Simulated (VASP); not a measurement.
# CoSi2 (MoSi2 type) (I4/mmm) in VASP: notebook, part 2 of 2

VASP 6.6.1.

### Step 5. Single point, PBE (volume scaled by 0.88)

The input, INCAR:

```
SYSTEM = CoSi2
PREC = Accurate
ENCUT = 520
EDIFF = 1E-7
ISMEAR = -1
SIGMA = 0.05
LREAL = .False.
LASPH = .True.
NELM = 60
ALGO = Normal
ISIF = 2
LWAVE = .False.
LCHARG = .False.
GGA = PE
NBANDS = 16
```

The input, KPOINTS:

```
Automatic mesh
0
Gamma
  14 14 14
  0 0 0
```

The input, POSCAR:

```
CoSi2
1.0
   -1.5230800318      1.5230800318      3.4239736611
    1.5230800318     -1.5230800318      3.4239736611
    1.5230800318      1.5230800318     -3.4239736611
Co Si
1 2
Direct
    0.0000000000      0.0000000000      0.0000000000
    0.3349940152      0.3349940152      0.0000000000
   -0.3349940152     -0.3349940152      0.0000000000
```

Potentials or basis: VASP PAW PBE potentials, release 64 (Co, Si).

Started as:

```
$ cat potpaw_PBE.64/Co/POTCAR potpaw_PBE.64/Si/POTCAR > POTCAR
$ mpirun -np 1 vasp_std > vasp.out
```

OUTCAR:

```text
SYSTEM = CoSi2
   PREC = Accurate
   ENCUT = 520
   EDIFF = 1E-7
   ISMEAR = -1
   LREAL = .False.
   LASPH = .True.
   NELM = 60
   ISIF = 2
   GGA = PE

 ion  position               nearest neighbor table
   1  0.000  0.000  0.000-   2 2.29   3 2.29   3 2.43   2 2.43   3 2.43   3 2.43   3 2.43   2 2.43
                             2 2.43   2 2.43
   2  0.335  0.335  0.000-   3 2.26   1 2.29   1 2.43   1 2.43   1 2.43   1 2.43   3 2.45   3 2.45
                             3 2.45   3 2.45
   3  0.665  0.665  0.000-   2 2.26   1 2.29   1 2.43   1 2.43   1 2.43   1 2.43   2 2.45   2 2.45
                             2 2.45   2 2.45

  LATTYP: Found a body centered tetragonal cell.
 ALAT       =     3.0461600636
 C/A-ratio  =     2.2480589264

  Lattice vectors:

 A1 = (  -1.5230800318,   1.5230800318,   3.4239736611)
 A2 = (   1.5230800318,  -1.5230800318,   3.4239736611)
 A3 = (   1.5230800318,   1.5230800318,  -3.4239736611)

Analysis of symmetry for initial positions (statically):
=====================================================================
 Subroutine PRICEL returns:
 Original cell was already a primitive cell.

[... 173 lines left out ...]
 cond. band min:      13.9329432741   @ k =  -0.1429  -0.2143   0.1429
 fundamental gap:      0.0085409211
 Fermi energy:        13.9288764754

 k-point     1 :       0.0000    0.0000    0.0000
  band No.  band energies     occupation
      1      -2.0042      2.00000
      2       7.1907      2.00000
      3      10.1300      2.00000
      4      10.1300      2.00000
      5      10.4567      2.00000
      6      10.8631      2.00000
[... 433 lines left out ...]
      3       7.4506      2.00000
      4       9.7204      2.00000
      5      10.2199      2.00000
      6      10.5553      2.00000
[... 8 lines left out ...]
     15      23.8571      0.00000
     16      24.6663      0.00000

 [... further k-points ...]

------------------------ aborting loop because EDIFF is reached ----------------------------------------

  FORCE on cell =-STRESS in cart. coord.  units (eV):
  Direction    XX          YY          ZZ          XY          YZ          ZX
  --------------------------------------------------------------------------------------
  -------------------------------------------------------------------------------------
  Total        5.7321983      5.7321983      5.7941286      0.0000000     -0.0000000      0.0000000
  in kB      289.0652790    289.0652790    292.1883225      0.0000000     -0.0000000      0.0000000
  external PRESSURE =     290.1062935 kB  Pullay stress =       0.0000000 kB

 VOLUME and BASIS-vectors are now :
 -----------------------------------------------------------------------------
  energy-cutoff  :      520.00
  volume of cell :       31.77
      direct lattice vectors                 reciprocal lattice vectors
    -1.523080032  1.523080032  3.423973661     0.000000000  0.328282158  0.146029161
     1.523080032 -1.523080032  3.423973661     0.328282158  0.000000000  0.146029161
     1.523080032  1.523080032 -3.423973661     0.328282158  0.328282158  0.000000000

 POSITION                                       TOTAL-FORCE (eV/Angst)
 -----------------------------------------------------------------------------------
      0.00000      0.00000      0.00000        -0.000000     -0.000000      0.000000
      0.00000      0.00000      2.29402         0.000000      0.000000      0.004065
      0.00000      0.00000      4.55393        -0.000000     -0.000000     -0.004065
 -----------------------------------------------------------------------------------
    total drift:                               -0.000000      0.000000      0.000000

  FREE ENERGIE OF THE ION-ELECTRON SYSTEM (eV)
  ---------------------------------------------------
  free  energy   TOTEN  =       -17.8904883288 eV

  energy  without entropy=      -17.8820522208  energy(sigma->0) =      -17.88627027
```

stdout:

```text
POSCAR found type information on POSCAR CoSi
 POSCAR found :  2 types and       3 ions
 scaLAPACK will be used
 LDA part: xc-table for (Slater+PW92), standard interpolation
 POSCAR, INCAR and KPOINTS ok, starting setup
 FFT: planning ... GRIDC
 FFT: planning ... GRID_SOFT
 FFT: planning ... GRID
 WAVECAR not read
 entering main loop
```

Wall time 1.7 min (1 thread of AMD EPYC 9R45 (Zen 5), shared host); peak memory 0.23 GiB.

Results:

| Property | Result |
| --- | --- |
| Free energy | -17.8905 eV |
| Pressure | 29.0 GPa |
| Largest force | 0.004 eV/Å |

Forces on the atoms (eV/Å):
```
Co   0.000  0.000  0.000
Si   0.000  0.000  0.004
Si   0.000  0.000 -0.004
```

Levels at points of the mesh, in eV from the Fermi level:
```
           k point  band 7  band 8  band 9  band 10  band 11  band 12
(0.00, 0.00, 0.00)   -2.14    0.45    2.39     2.39     2.46     2.46
(0.50, 0.00, 0.00)   -2.61   -1.27    0.86     2.68     4.09     4.47
(0.50, 0.50, 0.00)   -3.50   -1.26   -0.91     0.08     0.68     4.30
(0.50, 0.50, 0.50)   -2.05   -1.88   -1.88     3.59     3.61     8.81
```

Caveat: the cell differs from its parent crystal (volume scaled by 0.88). Spin polarisation is off, so any magnetic state and its effect on volume and gap are missing.

### Step 6. Single point, PBE

This run uses another cell than the first one, of 11.31 Å³/atom, 1.175 times its volume.

The input, INCAR:

```
ALGO     = Normal         # electronic algorithm
EDIFF    = 1E-6           # SCF threshold, eV
ENCUT    = 520            # plane-wave cutoff, eV
GGA      = PE             # functional
ISIF     = 2              # what is computed and relaxed
ISMEAR   = -1             # smearing method
LASPH    = T              # aspherical terms in the spheres
LCHARG   = F              # write CHGCAR
LREAL    = F              # projectors in reciprocal space
LWAVE    = F              # write WAVECAR
NBANDS   = 16             # bands
NELM     = 60             # most SCF steps
PREC     = Accurate       # precision mode
SIGMA    = 0.05           # smearing width, eV
```

The input, KPOINTS:

```
k-points
0
Gamma
  14 14 14
```

The input, POSCAR:

```
CoSi2
1.0
   -1.5627677552      1.5627677552      3.4740187799
    1.5627677552     -1.5627677552      3.4740187799
    1.5627677552      1.5627677552     -3.4740187799
Co Si
1 2
Direct
    0.0000000000      0.0000000000      0.0000000000
    0.3348055992      0.3348055992      0.0000000000
   -0.3348055992     -0.3348055992      0.0000000000
```

Potentials or basis: VASP PAW PBE potentials, release 64 (Co, Si).

Started as:

```
$ cat potpaw_PBE.64/Co/POTCAR potpaw_PBE.64/Si/POTCAR > POTCAR
$ mpirun -np 1 vasp_std > vasp.out
```

Wall time 88 s (1 thread of AMD EPYC 9R45 (Zen 5), shared host); peak memory 0.24 GiB.

Results (log left out):

| Quantity | Value |
| --- | --- |
| Free energy | -18.1614 eV |
| Pressure | 12.0 GPa |
| Largest force | 0.004 eV/Å |

Forces on the atoms (eV/Å):
```
Co   0.000  0.000  0.000
Si   0.000  0.000  0.004
Si   0.000  0.000 -0.004
```

Stress tensor (GPa, compression positive):
```
11.97  0.00  0.00
 0.00 11.97  0.00
 0.00  0.00 12.18
```

Levels at points of the mesh, in eV from the Fermi level:
```tsv
k point	band 6	band 7	band 8	band 9	band 10	band 11	band 12	band 13
(0.00, 0.00, 0.00)	-2.75	-1.92	0.48	2.25	2.25	2.37	2.37	2.72
(0.50, 0.00, 0.00)	-3.16	-2.35	-1.14	0.79	2.56	3.80	4.49	6.35
(0.50, 0.50, 0.00)	-3.21	-3.11	-1.13	-0.84	0.15	0.54	4.22	4.53
(0.50, 0.50, 0.50)	-2.23	-1.86	-1.86	-1.84	3.13	3.66	8.53	8.75
```

### Step 7. Summary

| cell | gap on the mesh (eV) | pressure (GPa) |
| --- | --- | --- |
| a = 3.944 Å, angles 136.3, 136.3, 63.5°, 3 atoms | none | 62.7 |
| a = 4.045 Å, angles 135.8, 135.8, 64.3°, 3 atoms | none | 29.0 |
| a = 4.117 Å, angles 135.4, 135.4, 64.9°, 3 atoms | none | 12.0 |

Alike in all rows: task single point; level PBE; potentials or basis VASP PAW PBE potentials, release 64 (Co, Si); no spin polarisation; k mesh 14 × 14 × 14; cutoff (eV) 520; smearing fermi-dirac 0.05 eV.

Total energies depend on the potentials used, so only differences within one code and one set of settings carry meaning.
